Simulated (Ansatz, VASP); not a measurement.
## One calculation of Ru, two programs

```xyz
1
Lattice="2.4119 0.0000 0.0000 -1.2060 2.0888 0.0000 0.0000 0.0000 2.2390" Properties=species:S:1:pos:R:3 pbc="T T T"
Ru    0.0000    0.0000    0.0000
```

Change from the starting cell: volume scaled by 0.75, LAPW.

Alike in both runs: task single point; functional PBE; k mesh 17 × 17 × 15; occupations fermi-dirac, width 0.05 eV; no spin polarisation.

|  | VASP | Ansatz |
| --- | --- | --- |
| version | VASP 6.6.1 | Ansatz 0.2.0 |
| potentials or method | VASP PAW PBE potentials, release 64 (Ru_pv), cutoff 520 eV | all-electron LAPW, scalar-relativistic |

```csv
,VASP,Ansatz,Ansatz less VASP
pressure (GPa),139.8,138.2,-1.61
"traceless stress, the component that is largest in VASP (GPa)",0.67,-0.10,-0.767
```

Both programs put the cell under a high pressure, so it lies far from rest at this level. Ansatz ran all-electron here, and VASP with PAW potentials.

Noted on VASP's run: the cell as given lies far from equilibrium.
